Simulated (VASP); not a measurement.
**Ti2C: single point with PBEsol**

Ti2C:

```
Ti C
1.0
     1.54070    0.88952    4.89400
    -1.54070    0.88952    4.89400
     0.00000   -1.77904    4.89400
Ti C
2 1
Direct
  0.24550 0.24550 0.24550
  0.75450 0.75450 0.75450
  0.50000 0.50000 0.50000
```

```
Program                : VASP 6.6.1
Task                   : single point
Functional             : PBEsol
Potentials or basis    : VASP PAW PBE potentials, release 64 (Ti_sv, C)
Cutoff                 : 520 eV
k mesh                 : 13 × 13 × 13
Occupations            : fermi-dirac, width 0.15 eV
Spin                   : no spin polarisation
Dipole correction      : no
Further INCAR settings : ALGO = Normal; EDIFF = 1e-06; NBANDS = 21
```

```
Pressure               : -6.8 GPa
Largest force          : 0.392 eV/Å
Band gap on the k mesh : zero (band 14 reaches 8.68 eV, above the bottom of band 15 at 7.78 eV)
```

Forces in eV/Å, atoms in the order of the input:
```
Ti   0.000  0.000 -0.392
Ti   0.000  0.000  0.392
C    0.000  0.000  0.000
```

Stress tensor (GPa, compression positive):
```
-6.07  0.00  0.00
 0.00 -6.07  0.00
 0.00  0.00 -8.33
```

Levels at points of the mesh, in eV from the Fermi level:
```csv
k point,band 11,band 12,band 13,band 14,band 15,band 16,band 17,band 18
"(0.00, 0.00, 0.00)",-2.40,-2.40,-2.08,0.56,0.56,0.90,1.90,1.90
```

Run time: 3.8 min on 1 thread of AMD EPYC 9R45 96-Core Processor (Zen 5), on a shared host, peak memory 0.32 GiB.

Caveat: the PAW data sets were made with another functional, which shifts forces and pressure a little.
